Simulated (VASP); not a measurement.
# Mg (Im-3m) in VASP: notebook

The runs below take Mg through single point, with PBE.

Everything below comes from runs of VASP 6.6.1. Logs are shortened: lines on timing, memory, paths and dates and some standing lists are left out, and cuts for length are marked.

### Step 1. The cell of the first run

The structure is cubic, space group Im-3m (No. 229). Conventional cell: a = 3.473 Å, b = 3.473 Å, c = 3.473 Å, α = 90.00°, β = 90.00°, γ = 90.00°. Within 4.0 Å of Mg (site symmetry m-3m) lie 14 Mg at 3.01 to 3.47 Å.

### Step 2. Single point, PBE (volume scaled by 0.94)

The input, INCAR:

```
SYSTEM = Mg
PREC = Accurate
ENCUT = 520
EDIFF = 1E-6
ISMEAR = -1
SIGMA = 0.05
LREAL = .False.
LASPH = .True.
NELM = 100
ALGO = Fast
ISIF = 2
LWAVE = .False.
LCHARG = .False.
GGA = PE
NBANDS = 7
```

The input, KPOINTS:

```
Automatic mesh
0
Gamma
  11 11 11
  0 0 0
```

The input, POSCAR:

```
Mg
1.0
   -1.7365754750      1.7365754750      1.7365754750
    1.7365754750     -1.7365754750      1.7365754750
    1.7365754750      1.7365754750     -1.7365754750
Mg
1
Direct
    0.0000000000      0.0000000000      0.0000000000
```

Potentials or basis: VASP PAW PBE potentials, release 64 (Mg).

Command:

```sh
> cat potpaw_PBE.64/Mg/POTCAR > POTCAR
> mpirun -np 1 vasp_std > vasp.out
```

OUTCAR:

```text
SYSTEM = Mg
   PREC = Accurate
   ENCUT = 520
   EDIFF = 1E-6
   ISMEAR = -1
   LREAL = .False.
   LASPH = .True.
   NELM = 100
   ISIF = 2
   GGA = PE

 ion  position               nearest neighbor table
   1  0.000  0.000  0.000-

  LATTYP: Found a body centered cubic cell.
 ALAT       =     3.4731509500

  Lattice vectors:

 A1 = (  -1.7365754750,   1.7365754750,   1.7365754750)
 A2 = (   1.7365754750,  -1.7365754750,   1.7365754750)
 A3 = (   1.7365754750,   1.7365754750,  -1.7365754750)

Analysis of symmetry for initial positions (statically):
=====================================================================
 Subroutine PRICEL returns:
 Original cell was already a primitive cell.

 Routine SETGRP: Setting up the symmetry group for a
 body centered cubic supercell.

 Subroutine GETGRP returns: Found 48 space group operations
 (whereof 48 operations were pure point group operations)
 out of a pool of 48 trial point group operations.

The static configuration has the point symmetry O_h .

Analysis of symmetry for dynamics (positions and initial velocities):
=====================================================================
 Subroutine PRICEL returns:
 Original cell was already a primitive cell.

 Routine SETGRP: Setting up the symmetry group for a
 body centered cubic supercell.

 Subroutine GETGRP returns: Found 48 space group operations
 (whereof 48 operations were pure point group operations)
 out of a pool of 48 trial point group operations.

The dynamic configuration has the point symmetry O_h .

 Subroutine INISYM returns: Found 48 space group operations
 (whereof 48 operations are pure point group operations),
 and found     1 'primitive' translations

----------------------------------------------------------------------------------------

                                     Primitive cell

  volume of cell :      20.9479

  direct lattice vectors                    reciprocal lattice vectors
    -1.736575475  1.736575475  1.736575475     0.000000000  0.287922988  0.287922988
     1.736575475 -1.736575475  1.736575475     0.287922988  0.000000000  0.287922988
     1.736575475  1.736575475 -1.736575475     0.287922988  0.287922988  0.000000000

  length of vectors
     3.007836954  3.007836954  3.007836954     0.407184595  0.407184595  0.407184595

  position of ions in fractional coordinates (direct lattice)
     0.000000000  0.000000000  0.000000000

  ion indices of the primitive-cell ions
   primitive index   ion index
                 1           1

----------------------------------------------------------------------------------------

 KPOINTS: Automatic mesh

Automatic generation of k-mesh.
 Grid dimensions read from file:
 generate k-points for:   11   11   11

 Generating k-lattice:

  Cartesian coordinates                     Fractional coordinates (reciprocal lattice)
     0.000000000  0.026174817  0.026174817     0.090909091  0.000000000  0.000000000
     0.026174817  0.000000000  0.026174817     0.000000000  0.090909091  0.000000000
     0.026174817  0.026174817  0.000000000     0.000000000  0.000000000  0.090909091

  Length of vectors
     0.037016781  0.037016781  0.037016781

  Shift w.r.t. Gamma in fractional coordinates (k-lattice)
     0.000000000  0.000000000  0.000000000

 Subroutine IBZKPT returns following result:
 ===========================================

 Found     56 irreducible k-points:

 Following reciprocal coordinates:
            Coordinates               Weight
  0.000000  0.000000  0.000000      1.000000
  0.090909  0.000000  0.000000     12.000000
  0.181818  0.000000  0.000000     12.000000
  0.272727  0.000000  0.000000     12.000000
  0.363636  0.000000  0.000000     12.000000
  0.454545  0.000000  0.000000     12.000000
[... 16 lines left out ...]
  0.272727  0.181818  0.090909     48.000000
  0.363636  0.181818  0.090909     24.000000
 [... further k-points ...]
   k-points           NKPTS =     56   k-points in BZ     NKDIM =     56   number of bands    NBANDS=      7
   number of dos      NEDOS =    301   number of ions     NIONS =      1
   total plane-waves  NPLWV =  13824
   dimension x,y,z NGX =    24 NGY =   24 NGZ =   24
   dimension x,y,z NGXF=    48 NGYF=   48 NGZF=   48
   ions per type =               1
   NGX,Y,Z   is equivalent  to a cutoff of  13.27, 13.27, 13.27 a.u.
   NGXF,Y,Z  is equivalent  to a cutoff of  26.53, 26.53, 26.53 a.u.
 SYSTEM =  Mg
   PREC   = accura    normal or accurate (medium, high low for compatibility)
   ISTART =      0    job   : 0-new  1-cont  2-samecut
   ICHARG =      2    charge: 1-file 2-atom 10-const
   ISPIN  =      1    spin polarized calculation?
   LNONCOLLINEAR =      F non collinear calculations
   LSORBIT =      F    spin-orbit coupling
   LASPH  =      T    aspherical Exc in radial PAW
   ENCUT  =  520.0 eV  38.22 Ry    6.18 a.u.   5.59  5.59  5.59*2*pi/ulx,y,z
   NELM   =    100;   NELMIN=  2; NELMDL= -5     # of ELM steps
   EDIFF  = 0.1E-05   stopping-criterion for ELM
   LREAL  =      F    real-space projection
   EDIFFG = 0.1E-04   stopping-criterion for IOM
   NSW    =      0    number of steps for IOM
   IBRION =     -1    ionic relax: 0-MD 1-quasi-New 2-CG
   NFREE  =      0    steps in history (QN), initial steepest desc. (CG)
   ISIF   =      2    stress and relaxation
   ISYM   =      2    0-nonsym 1-usesym 2-fastsym
   POTIM  = 0.5000    time-step for ionic-motion
   TEBEG  =    0.0;   TEEND  =   0.0 temperature during run
   PSTRESS=    0.0 pullay stress
   NELECT =       2.0000    total number of electrons
   NUPDOWN=      -1.0000    fix difference up-down
   EMIN   =  10.00;   EMAX   =-10.00  energy-range for DOS
   EFERMI =   0.00;   METHOD = LEGACY
   ISMEAR =    -1;   SIGMA  =   0.05  broadening in eV -4-tet -1-fermi 0-gaus
   EFERMI_NEDOS =   21; number of points for ismear=-14 and -15
   IALGO  =     68    algorithm
   IMIX   =      4    mixing-type and parameters
     AMIX     =   0.40;   BMIX     =  1.00
     AMIX_MAG =   1.60;   BMIX_MAG =  1.00
  volume/ion in A,a.u.               =      20.95       141.36
  Fermi-wavevector in a.u.,A,eV,Ry     =   0.748235  1.413959  7.617292  0.559855
  Thomas-Fermi vector in A             =   1.844475
   LORBIT       =      0    0 simple, 1 ext, 2 COOP (PROOUT), +10 PAW based schemes
   GGA     = PE    functional components
   LHFCALC =     F    Hartree Fock is set to
   AEXX    =    0.0000 exact exchange contribution
   IVDW    =     0    specifies the selected vdW correction
   LEPSILON=     F    determine dielectric tensor
   LRPA    =     F    only Hartree local field effects (RPA)
 non-spin polarized calculation
 RMM-DIIS sequential band-by-band and
  energy-cutoff  :      520.00
  volume of cell :       20.95
 maximum number of plane-waves:       577
   NGX = 11   NGY = 11   NGZ = 11

 number of electron       2.0000000 magnetization

 Free energy of the ion-electron system (eV)
  ---------------------------------------------------
  ext. energy  EPLUGINS =         0.00000000
  ---------------------------------------------------
  free energy    TOTEN  =        -1.46407542 eV

  energy without entropy =       -1.46162695  energy(sigma->0) =       -1.46285118

 E-fermi :   3.1759     XC(G=0):  -8.7827

 val. band max:        3.1480394927   @ k =   0.3636   0.1818   0.0909
 cond. band min:       3.2594141673   @ k =  -0.4545   0.4545   0.0909
 fundamental gap:      0.1113746746
 Fermi energy:         3.1758757576

 k-point     1 :       0.0000    0.0000    0.0000
  band No.  band energies     occupation
      1      -4.2022      2.00000
      2      16.7961      0.00000
      3      16.7961      0.00000
      4      16.7961      0.00000
      5      18.9073      0.00000
      6      18.9073      0.00000
      7      19.5396      0.00000

 k-point     2 :       0.0909    0.0000    0.0000
  band No.  band energies     occupation
      1      -3.9955      2.00000
      2      14.7313      0.00000
      3      15.8709      0.00000
      4      16.0809      0.00000
      5      17.5367      0.00000
      6      17.8975      0.00000
      7      19.6888      0.00000

 k-point     3 :       0.1818    0.0000    0.0000
  band No.  band energies     occupation
      1      -3.3780      2.00000
      2      11.4416      0.00000
      3      14.4795      0.00000
      4      15.0095      0.00000
      5      16.1315      0.00000
      6      17.2217      0.00000
      7      20.1708      0.00000

 k-point     4 :       0.2727    0.0000    0.0000
  band No.  band energies     occupation
      1      -2.3587      2.00000
      2       8.3298      0.00000
      3      13.3367      0.00000
      4      14.1388      0.00000
      5      15.0688      0.00000
      6      16.4590      0.00000
      7      21.1029      0.00000

 k-point     5 :       0.3636    0.0000    0.0000
  band No.  band energies     occupation
      1      -0.9528      2.00000
      2       5.5199      0.00000
      3      12.5545      0.00000
      4      13.5488      0.00000
      5      14.3615      0.00000
      6      15.8303      0.00000
      7      22.0788      0.00000

 k-point     6 :       0.4545    0.0000    0.0000
  band No.  band energies     occupation
      1       0.7981      2.00000
      2       3.0666      1.79792
      3      12.1595      0.00000
      4      13.2528      0.00000
      5      14.0087      0.00000
      6      15.4846      0.00000
      7      23.0667      0.00000

 k-point     7 :       0.0909    0.0909    0.0000
  band No.  band energies     occupation
      1      -3.5834      2.00000
      2      12.9330      0.00000
      3      13.4781      0.00000
      4      15.2801      0.00000
      5      17.1742      0.00000
      6      17.9660      0.00000
      7      19.9950      0.00000

 k-point     8 :       0.1818    0.0909    0.0000
  band No.  band energies     occupation
      1      -2.7650      2.00000
      2       9.9408      0.00000
      3      12.0225      0.00000
      4      14.2291      0.00000
      5      16.4020      0.00000
      6      17.9941      0.00000
      7      19.6301      0.00000

 k-point     9 :       0.2727    0.0909    0.0000
  band No.  band energies     occupation
      1      -1.5521      2.00000
      2       7.0082      0.00000
      3      11.0815      0.00000
      4      13.4173      0.00000
      5      15.5908      0.00000
      6      17.7201      0.00000
      7      20.1413      0.00000

 k-point    10 :       0.3636    0.0909    0.0000
  band No.  band energies     occupation
      1       0.0335      2.00000
      2       4.3795      0.00000
      3      10.5166      0.00000
      4      12.9168      0.00000
      5      15.0683      0.00000
      6      17.3491      0.00000
      7      21.3185      0.00000

 k-point    11 :       0.4545    0.0909    0.0000
  band No.  band energies     occupation
      1       1.6656      2.00000
      2       2.3989      2.00000
      3      10.3279      0.00000
      4      12.7481      0.00000
      5      14.8907      0.00000
      6      17.2053      0.00000
      7      22.2877      0.00000
[... 51 lines left out ...]
 k-point    17 :       0.0909    0.0909    0.0909
  band No.  band energies     occupation
      1      -2.9689      2.00000
      2      11.4364      0.00000
      3      11.4364      0.00000
      4      12.9551      0.00000
      5      19.0882      0.00000
      6      19.0882      0.00000
      7      20.4597      0.00000

 k-point    18 :       0.1818    0.0909    0.0909
  band No.  band energies     occupation
      1      -1.9545      2.00000
      2       8.5959      0.00000
      3      10.2978      0.00000
      4      11.7336      0.00000
      5      18.7674      0.00000
      6      19.1774      0.00000
      7      21.3435      0.00000

 k-point    19 :       0.2727    0.0909    0.0909
  band No.  band energies     occupation
      1      -0.5561      2.00000
      2       5.8603      0.00000
      3       9.5360      0.00000
      4      10.9889      0.00000
      5      18.1197      0.00000
      6      18.8293      0.00000
      7      22.3658      0.00000

 k-point    20 :       0.3636    0.0909    0.0909
  band No.  band energies     occupation
      1       1.1825      2.00000
      2       3.4404      0.01002
      3       9.1548      0.00000
      4      10.6192      0.00000
      5      17.7709      0.00000
      6      18.5907      0.00000
      7      23.3629      0.00000

 k-point    21 :      -0.0909    0.0909    0.0909
  band No.  band energies     occupation
      1      -3.7892      2.00000
      2      14.3655      0.00000
      3      14.3655      0.00000
      4      15.4312      0.00000
      5      17.0730      0.00000
      6      17.1997      0.00000
      7      20.0928      0.00000

 k-point    22 :       0.1818    0.1818    0.0909
  band No.  band energies     occupation
      1      -0.7541      2.00000
      2       7.2953      0.00000
      3       8.1248      0.00000
      4      10.4593      0.00000
      5      19.7513      0.00000
      6      20.4078      0.00000
      7      22.0842      0.00000

 k-point    23 :       0.2727    0.1818    0.0909
  band No.  band energies     occupation
      1       0.8121      2.00000
      2       5.0525      0.00000
      3       7.2702      0.00000
      4       9.8314      0.00000
      5      19.6473      0.00000
      6      21.0656      0.00000
      7      22.3848      0.00000

 k-point    24 :       0.3636    0.1818    0.0909
  band No.  band energies     occupation
      1       2.4106      2.00000
      2       3.1480      1.27139
      3       7.0547      0.00000
      4       9.6295      0.00000
      5      19.5228      0.00000
      6      21.2434      0.00000
      7      22.9333      0.00000

 [... further k-points ...]
[... 5 lines left out ...]
  --------------------------------------------------------------------------------------
  -------------------------------------------------------------------------------------
  Total        0.4691281      0.4691281      0.4691281      0.0000000      0.0000000     -0.0000000
  in kB       35.8807111     35.8807111     35.8807111      0.0000000      0.0000000     -0.0000000
  external PRESSURE =      35.8807111 kB  Pullay stress =       0.0000000 kB

 VOLUME and BASIS-vectors are now :
 -----------------------------------------------------------------------------
  energy-cutoff  :      520.00
  volume of cell :       20.95
      direct lattice vectors                 reciprocal lattice vectors
    -1.736575475  1.736575475  1.736575475     0.000000000  0.287922988  0.287922988
     1.736575475 -1.736575475  1.736575475     0.287922988  0.000000000  0.287922988
     1.736575475  1.736575475 -1.736575475     0.287922988  0.287922988  0.000000000

 POSITION                                       TOTAL-FORCE (eV/Angst)
 -----------------------------------------------------------------------------------
      0.00000      0.00000      0.00000         0.000000     -0.000000     -0.000000
 -----------------------------------------------------------------------------------
    total drift:                                0.000000      0.000000      0.000000

  FREE ENERGIE OF THE ION-ELECTRON SYSTEM (eV)
  ---------------------------------------------------
  free  energy   TOTEN  =        -1.4640754185 eV

  energy  without entropy=       -1.4616269461  energy(sigma->0) =       -1.46285118
```

It took 5.8 s on 1 thread of Intel Xeon Platinum 8259CL at 2.50GHz (Skylake/Cascade Lake), shared host; peak memory 0.13 GiB.

What came out:

* Free energy: -1.4641 eV
* Pressure: 3.6 GPa
* Band gap on the k mesh: zero (band 1 reaches 5.49 eV, above the bottom of band 2 at 2.40 eV)

Levels at points of the mesh, in eV from the Fermi level:
```tsv
k point	band 1	band 2	band 3	band 4	band 5
(0.00, 0.00, 0.00)	-7.38	13.62	13.62	13.62	15.73
```

### Step 3. Single point, PBE (volume scaled by 0.96)

INCAR is that of step 2.

KPOINTS is that of step 2.

The input, POSCAR:

```
Mg
1.0
   -1.7488052827      1.7488052827      1.7488052827
    1.7488052827     -1.7488052827      1.7488052827
    1.7488052827      1.7488052827     -1.7488052827
Mg
1
Direct
    0.0000000000      0.0000000000      0.0000000000
```

Potentials or basis: VASP PAW PBE potentials, release 64 (Mg).

Command:

```sh
> cat potpaw_PBE.64/Mg/POTCAR > POTCAR
> mpirun -np 1 vasp_std > vasp.out
```

Wall time 4.7 s (1 thread of Intel Xeon Platinum 8259CL at 2.50GHz (Skylake/Cascade Lake), shared host); peak memory 0.13 GiB.

It converged, with:

- Free energy: -1.4726 eV
- Pressure: 2.6 GPa
- Band gap on the k mesh: zero (band 1 reaches 5.35 eV, above the bottom of band 2 at 2.28 eV)

Levels at points of the mesh, in eV from the Fermi level:
```csv
k point,band 1,band 2,band 3,band 4,band 5,band 6
"(0.00, 0.00, 0.00)",-7.28,13.48,13.48,13.48,15.57,15.57
```

(Part 1 of 2 ends here.)
